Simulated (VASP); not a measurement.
Wanted: the native input for a VASP 6.6.1 run.

```
Task                   : single point
Functional             : PBE
Potentials or basis    : VASP PAW PBE potentials, release 64 (Ga_d, O)
Cutoff                 : 520 eV
k mesh                 : 1 × 1 × 1, shifted
Occupations            : fermi-dirac, width 0.01 eV
Spin                   : no spin polarisation
Dipole correction      : no
Further INCAR settings : LREAL = Auto; ALGO = Normal; EDIFF = 1e-06; NBANDS = 156
```

The structure of Ga12O19 (a cell with a defect) lies in POSCAR:

```
Ga12O19
1.0
    0.0000000000      9.2496621800      0.0000000000
   -1.3977182400      0.0000000000      5.7085775500
    6.2279771500     -1.5416103600      0.0067278600
Ga O
12 19
Direct
    0.1172988794      0.6803649961      0.6945365695
    0.2307827029      0.3356001039      0.3180916151
    0.3040778696      0.1992639128      0.8190677261
    0.0280375729      0.7780056970      0.1832357496
    0.4530998184      0.6846592986      0.6970538886
    0.5541468718      0.3211379744      0.3192210146
    0.6382573976      0.2054362522      0.8247827699
    0.3660456503      0.8028399652      0.1872249916
    0.7806977422      0.6799815428      0.6977150523
    0.8812966116      0.3347672766      0.3145880507
    0.9727018599      0.1990567356      0.8133287307
    0.6993933940      0.8072180593      0.1955047199
    0.1716933787      0.7374115045      0.0216523894
    0.1677781519      0.2594062896      0.9918783953
    0.2778623400      0.4309243751      0.6550413744
    0.0627767206      0.5567749047      0.3558383478
    0.0531388928      0.1279588517      0.2764868395
    0.2867892211      0.8808454221      0.6915747300
    0.5059612135      0.7464738088      0.0207706060
    0.4994812937      0.2589907296      0.9949429281
    0.6091755491      0.4378419606      0.6588209249
    0.3965176835      0.5711262082      0.3541391094
    0.3909734585      0.1163550333      0.3337931725
    0.6146766469      0.8907088023      0.6799782047
    0.8329534675      0.7405715170      0.0209880826
    0.8332947290      0.2642729453      0.9900767711
    0.9416289428      0.4347700291      0.6544287953
    0.7261695551      0.5731276655      0.3569013594
    0.7225365512      0.1224749035      0.3322396747
    0.9496611413      0.8773865440      0.7173783629
    1.0318395538      1.0163827002      0.4609944505
```

The input as run:

INCAR

```
SYSTEM = Ga12O19
PREC     = Accurate       ! precision mode
ENCUT    = 520            ! plane-wave cutoff, eV
EDIFF    = 1E-6           ! SCF threshold, eV
ISMEAR   = -1             ! smearing method
SIGMA    = 0.01           ! smearing width, eV
LREAL    = Auto         
LASPH    = .TRUE.         ! aspherical terms in the spheres
NELM     = 100            ! most SCF steps
ALGO     = Normal         ! electronic algorithm
ISIF     = 2              ! what is computed and relaxed
LWAVE    = .FALSE.        ! write WAVECAR
LCHARG   = .TRUE.         ! write CHGCAR
GGA      = PE             ! functional
LELF     = .TRUE.         ! ELF
LVHAR    = .TRUE.       
NBANDS   = 156            ! bands
```

KPOINTS

```
Automatic mesh
0
Gamma
  1 1 1
  0.25 0.25 0.25
```

Potentials or basis: VASP PAW PBE potentials, release 64 (Ga_d, O).

Command:

```console
$ cat potpaw_PBE.64/Ga_d/POTCAR potpaw_PBE.64/O/POTCAR > POTCAR
$ mpirun -np 1 vasp_std > vasp.out
```

Results of the run:

```
Pressure               : 4.9 GPa
Largest force          : 0.214 eV/Å
Band gap on the k mesh : 3.70 eV
```

Caveat: the k points lie up to 1.10 Å⁻¹ apart.

Run time: 97 s on 1 thread of Intel(R) Xeon(R) 6975P-C (Granite Rapids), on a shared host, peak memory 0.38 GiB.
